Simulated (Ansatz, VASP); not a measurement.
**One calculation of PbF2, two programs**

```
CELL_PARAMETERS angstrom
0.00000 2.95795 2.95795
2.95795 0.00000 2.95795
2.95795 2.95795 0.00000
ATOMIC_POSITIONS crystal
Pb 0.95500 0.95500 0.95500
F 0.79500 0.79500 0.79500
F 0.25000 0.25000 0.25000
```

Change from the starting cell: shortest bond scaled by 0.64, LAPW.

Alike in both runs: task single point; functional PBE; k mesh 7 × 7 × 7; occupations fermi-dirac, width 0.03 eV; no spin polarisation.

```csv
,VASP,Ansatz
version,VASP 6.6.1,Ansatz 0.2.0
potentials or method,"VASP PAW PBE potentials, release 64 (Pb_d, F), cutoff 520 eV","all-electron LAPW, scalar-relativistic"
```

|  | VASP | Ansatz | Ansatz less VASP |
| --- | --- | --- | --- |
| gap on the k mesh at the Fermi level (eV) | 3.83 | 3.84 | +0.011 |
| pressure (GPa) | 43.9 | 45.9 | +1.97 |
| traceless stress, the component that is largest in VASP (GPa) | 37.65 | 39.33 | +1.682 |
| rms of the force components (eV/Å) | 10.254 | 10.708 | +0.4545 |

Atom by atom the forces differ by 0.455 eV/Å (rms over components). Both programs put the cell under a high pressure, so it lies far from rest at this level. Ansatz ran all-electron here, and VASP with PAW potentials.

Spin-orbit coupling is off throughout.
